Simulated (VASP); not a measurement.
# Au (Fm-3m) in VASP: single point with PBEsol+D3(BJ)

Aim: the single point of Au with PBEsol+D3(BJ).

Everything below comes from runs of VASP 6.6.1. Logs are shortened: lines on timing, memory, paths and dates and some standing lists are left out, and cuts for length are marked.

## Step 1: The cell of the first run

It takes space group Fm-3m (No. 225, cubic). Conventional cell: a = 4.070 Å, b = 4.070 Å, c = 4.070 Å, α = 90.00°, β = 90.00°, γ = 90.00°. Au (site symmetry m-3m) has 12 Au at 2.88 Å within 3.8 Å.

## Step 2: Single point, PBEsol+D3(BJ)

The input, INCAR:

```
SYSTEM = Au
PREC = Accurate
ENCUT = 500
EDIFF = 1E-6
ISMEAR = 1
SIGMA = 0.2
LREAL = .FALSE.
LASPH = .TRUE.
NELM = 120
ALGO = Normal
ISIF = 2
LWAVE = .FALSE.
LCHARG = .TRUE.
GGA = PS
IVDW = 12
LELF = .TRUE.
LVHAR = .TRUE.
NBANDS = 12
GGA_COMPAT = .FALSE.
```

The input, KPOINTS:

```
Automatic mesh
0
G
  7 7 7
  0 0 0
```

The input, POSCAR:

```
Au
1.0
    0.0000000000      2.0350000000      2.0350000000
    2.0350000000      0.0000000000      2.0350000000
    2.0350000000      2.0350000000      0.0000000000
Au
1
Direct
    0.0000000000      0.0000000000      0.0000000000
```

Potentials or basis: VASP PAW PBE potentials, release 64 (Au).

Command:

```console
$ cat potpaw_PBE.64/Au/POTCAR > POTCAR
$ mpirun -np 1 vasp_std > vasp.out
```

OUTCAR:

```text
SYSTEM = Au
   PREC = Accurate
   ENCUT = 500
   EDIFF = 1E-6
   ISMEAR = 1
   LREAL = .FALSE.
   LASPH = .TRUE.
   NELM = 120
   ISIF = 2
   GGA = PS
   IVDW = 12
 IVDW          = 12

 ion  position               nearest neighbor table
   1  0.000  0.000  0.000-

  LATTYP: Found a face centered cubic cell.
 ALAT       =     4.0700000000

  Lattice vectors:

 A1 = (   0.0000000000,   2.0350000000,   2.0350000000)
 A2 = (   2.0350000000,   0.0000000000,   2.0350000000)
 A3 = (   2.0350000000,   2.0350000000,   0.0000000000)

Analysis of symmetry for initial positions (statically):
=====================================================================
 Subroutine PRICEL returns:
 Original cell was already a primitive cell.

 Routine SETGRP: Setting up the symmetry group for a
 face centered cubic supercell.

 Subroutine GETGRP returns: Found 48 space group operations
 (whereof 48 operations were pure point group operations)
 out of a pool of 48 trial point group operations.

The static configuration has the point symmetry O_h .

Analysis of symmetry for dynamics (positions and initial velocities):
=====================================================================
 Subroutine PRICEL returns:
 Original cell was already a primitive cell.

 Routine SETGRP: Setting up the symmetry group for a
 face centered cubic supercell.

 Subroutine GETGRP returns: Found 48 space group operations
 (whereof 48 operations were pure point group operations)
 out of a pool of 48 trial point group operations.

The dynamic configuration has the point symmetry O_h .

 Subroutine INISYM returns: Found 48 space group operations
 (whereof 48 operations are pure point group operations),
 and found     1 'primitive' translations

----------------------------------------------------------------------------------------

                                     Primitive cell

  volume of cell :      16.8548

  direct lattice vectors                    reciprocal lattice vectors
     0.000000000  2.035000000  2.035000000    -0.245700246  0.245700246  0.245700246
     2.035000000  0.000000000  2.035000000     0.245700246 -0.245700246  0.245700246
     2.035000000  2.035000000  0.000000000     0.245700246  0.245700246 -0.245700246

  length of vectors
     2.877924599  2.877924599  2.877924599     0.425565309  0.425565309  0.425565309

  position of ions in fractional coordinates (direct lattice)
     0.000000000  0.000000000  0.000000000

  ion indices of the primitive-cell ions
   primitive index   ion index
                 1           1

----------------------------------------------------------------------------------------

 KPOINTS: Automatic mesh

Automatic generation of k-mesh.
 Grid dimensions read from file:
 generate k-points for:    7    7    7

 Generating k-lattice:

  Cartesian coordinates                     Fractional coordinates (reciprocal lattice)
    -0.035100035  0.035100035  0.035100035     0.142857143  0.000000000  0.000000000
     0.035100035 -0.035100035  0.035100035     0.000000000  0.142857143  0.000000000
     0.035100035  0.035100035 -0.035100035     0.000000000  0.000000000  0.142857143

  Length of vectors
     0.060795044  0.060795044  0.060795044

  Shift w.r.t. Gamma in fractional coordinates (k-lattice)
     0.000000000  0.000000000  0.000000000

 Subroutine IBZKPT returns following result:
 ===========================================

 Found     20 irreducible k-points:

 Following reciprocal coordinates:
            Coordinates               Weight
  0.000000  0.000000  0.000000      1.000000
  0.142857  0.000000  0.000000      8.000000
  0.285714  0.000000  0.000000      8.000000
  0.428571  0.000000  0.000000      8.000000
  0.142857  0.142857  0.000000      6.000000
  0.285714  0.142857  0.000000     24.000000
[... 12 lines left out ...]
 -0.428571  0.428571  0.142857     24.000000
 -0.285714  0.428571  0.142857     24.000000
   k-points           NKPTS =     20   k-points in BZ     NKDIM =     20   number of bands    NBANDS=     12
   number of dos      NEDOS =    301   number of ions     NIONS =      1
   total plane-waves  NPLWV =  13824
   dimension x,y,z NGX =    24 NGY =   24 NGZ =   24
   dimension x,y,z NGXF=    48 NGYF=   48 NGZF=   48
   ions per type =               1
   NGX,Y,Z   is equivalent  to a cutoff of  13.86, 13.86, 13.86 a.u.
   NGXF,Y,Z  is equivalent  to a cutoff of  27.73, 27.73, 27.73 a.u.
 SYSTEM =  Au
   PREC   = accura    normal or accurate (medium, high low for compatibility)
   ISTART =      0    job   : 0-new  1-cont  2-samecut
   ICHARG =      2    charge: 1-file 2-atom 10-const
   ISPIN  =      1    spin polarized calculation?
   LNONCOLLINEAR =      F non collinear calculations
   LSORBIT =      F    spin-orbit coupling
   LASPH  =      T    aspherical Exc in radial PAW
   ENCUT  =  500.0 eV  36.75 Ry    6.06 a.u.   5.25  5.25  5.25*2*pi/ulx,y,z
   NELM   =    120;   NELMIN=  2; NELMDL= -5     # of ELM steps
   EDIFF  = 0.1E-05   stopping-criterion for ELM
   LREAL  =      F    real-space projection
   EDIFFG = 0.1E-04   stopping-criterion for IOM
   NSW    =      0    number of steps for IOM
   IBRION =     -1    ionic relax: 0-MD 1-quasi-New 2-CG
   NFREE  =      0    steps in history (QN), initial steepest desc. (CG)
   ISIF   =      2    stress and relaxation
   ISYM   =      2    0-nonsym 1-usesym 2-fastsym
   POTIM  = 0.5000    time-step for ionic-motion
   TEBEG  =    0.0;   TEEND  =   0.0 temperature during run
   PSTRESS=    0.0 pullay stress
   NELECT =      11.0000    total number of electrons
   NUPDOWN=      -1.0000    fix difference up-down
   EMIN   =  10.00;   EMAX   =-10.00  energy-range for DOS
   EFERMI =   0.00;   METHOD = LEGACY
   ISMEAR =     1;   SIGMA  =   0.20  broadening in eV -4-tet -1-fermi 0-gaus
   EFERMI_NEDOS =   21; number of points for ismear=-14 and -15
   IALGO  =     38    algorithm
   IMIX   =      4    mixing-type and parameters
     AMIX     =   0.40;   BMIX     =  1.00
     AMIX_MAG =   1.60;   BMIX_MAG =  1.00
  volume/ion in A,a.u.               =      16.85       113.74
  Fermi-wavevector in a.u.,A,eV,Ry     =   1.420032  2.683470 27.436005  2.016489
  Thomas-Fermi vector in A             =   2.540990
   LORBIT       =      0    0 simple, 1 ext, 2 COOP (PROOUT), +10 PAW based schemes
   GGA     = PS    functional components
   LHFCALC =     F    Hartree Fock is set to
   AEXX    =    0.0000 exact exchange contribution
   IVDW    =    12    specifies the selected vdW correction
   LEPSILON=     F    determine dielectric tensor
   LRPA    =     F    only Hartree local field effects (RPA)
 non-spin polarized calculation
 Methfessel and Paxton  Order N= 1 SIGMA  =   0.20
  energy-cutoff  :      500.00
  volume of cell :       16.85
 maximum number of plane-waves:       444
 NGX is ok and might be reduce to    24
   NGX = 11   NGY = 11   NGZ = 11

 number of electron      10.9999999 magnetization

 Free energy of the ion-electron system (eV)
  ---------------------------------------------------
  ext. energy  EPLUGINS =         0.00000000
  ---------------------------------------------------
  free energy    TOTEN  =        -3.97580985 eV

  energy without entropy =       -3.97677638  energy(sigma->0) =       -3.97613202

 E-fermi :   8.9585     XC(G=0): -12.9473

 val. band max:        8.6955898328   @ k =   0.4286   0.2857   0.0000
 cond. band min:       9.0131676858   @ k =   0.4286   0.4286   0.0000
 fundamental gap:      0.3175778530
 Fermi energy:         8.9585324595

 k-point     1 :       0.0000    0.0000    0.0000
  band No.  band energies     occupation
      1      -0.5744      2.00000
      2       4.7387      2.00000
      3       4.7387      2.00000
      4       4.7387      2.00000
      5       6.2986      2.00000
      6       6.2986      2.00000
      7      23.9491      0.00000
      8      28.0048      0.00000
      9      28.0048      0.00000
     10      28.0048      0.00000
     11      32.9042      0.00000
     12      37.7011      0.00000

 k-point     2 :       0.1429    0.0000    0.0000
  band No.  band energies     occupation
      1       0.1188      2.00000
      2       4.5461      2.00000
      3       4.9442      2.00000
      4       4.9442      2.00000
      5       6.2340      2.00000
      6       6.2340      2.00000
      7      24.3137      0.00000
      8      25.1072      0.00000
      9      28.8105      0.00000
     10      28.8105      0.00000
     11      32.5031      0.00000
     12      34.8256      0.00000

 k-point     3 :       0.2857    0.0000    0.0000
  band No.  band energies     occupation
      1       1.5801      2.00000
      2       4.8201      2.00000
      3       4.9796      2.00000
      4       4.9796      2.00000
      5       6.6446      2.00000
      6       6.6446      2.00000
      7      19.2652      0.00000
      8      24.7633      0.00000
      9      29.1792      0.00000
     10      29.1792      0.00000
     11      31.7038      0.00000
     12      32.5545      0.00000
[... 226 lines left out ...]
 k-point    19 :      -0.4286    0.4286    0.1429
  band No.  band energies     occupation
      1       2.9794      2.00000
      2       3.2285      2.00000
      3       5.4853      2.00000
      4       6.8457      2.00000
      5       7.6179      2.00000
      6      11.3491     -0.00000
      7      16.1989      0.00000
      8      18.5639      0.00000
      9      19.8396      0.00000
     10      29.8731      0.00000
     11      30.1221      0.00000
     12      35.1541      0.00000

 k-point    20 :      -0.2857    0.4286    0.1429
  band No.  band energies     occupation
      1       3.3818      2.00000
      2       3.8609      2.00000
      3       4.7082      2.00000
      4       6.2217      2.00000
      5       7.6103      2.00000
      6      13.2362      0.00000
      7      15.3361      0.00000
      8      16.5449      0.00000
      9      20.4277      0.00000
     10      29.6361      0.00000
     11      33.1665      0.00000
     12      34.9079      0.00000

------------------------ aborting loop because EDIFF is reached ----------------------------------------

 Edisp (eV)   -0.63869

 E8    (eV) :    -0.4317

  FORCE on cell =-STRESS in cart. coord.  units (eV):
  Direction    XX          YY          ZZ          XY          YZ          ZX
  --------------------------------------------------------------------------------------
  -------------------------------------------------------------------------------------
  Total      -0.51367    -0.51367    -0.51367     0.00000     0.00000    -0.00000
  in kB     -48.82862   -48.82862   -48.82862     0.00000     0.00000    -0.00000
  external pressure =      -48.83 kB  Pullay stress =        0.00 kB

 VOLUME and BASIS-vectors are now :
 -----------------------------------------------------------------------------
  energy-cutoff  :      500.00
  volume of cell :       16.85
      direct lattice vectors                 reciprocal lattice vectors
     0.000000000  2.035000000  2.035000000    -0.245700246  0.245700246  0.245700246
     2.035000000  0.000000000  2.035000000     0.245700246 -0.245700246  0.245700246
     2.035000000  2.035000000  0.000000000     0.245700246  0.245700246 -0.245700246

 POSITION                                       TOTAL-FORCE (eV/Angst)
 -----------------------------------------------------------------------------------
      0.00000      0.00000      0.00000        -0.000000     -0.000000      0.000000
 -----------------------------------------------------------------------------------
    total drift:                                0.000000      0.000000     -0.000000

  FREE ENERGIE OF THE ION-ELECTRON SYSTEM (eV)
  ---------------------------------------------------
  free  energy   TOTEN  =        -4.6145006320 eV

  energy  without entropy=       -4.6154671656  energy(sigma->0) =       -4.61482281
```

Wall time 4.9 s (1 thread of Intel Xeon 6975P-C, shared host); peak memory 0.15 GiB.

What came out:

```
Free energy                : -4.6145 eV
Pressure                   : -4.9 GPa
Dispersion energy per atom : -0.639 eV
```

Levels at points of the mesh, in eV from the Fermi level:
| k point | band 3 | band 4 | band 5 | band 6 | band 7 | band 8 | band 9 | band 10 |
| --- | --- | --- | --- | --- | --- | --- | --- | --- |
| (0.00, 0.00, 0.00) | -4.22 | -4.22 | -2.66 | -2.66 | 14.99 | 19.05 | 19.05 | 19.05 |

Caveat: the k points lie up to 0.38 Å⁻¹ apart; three body term missing; the PAW data sets were made with another functional, which shifts forces and pressure a little; spin-orbit coupling is left out, which moves the levels of the heavy elements; pairwise dispersion overbinds metals, which lowers pressure and volume.
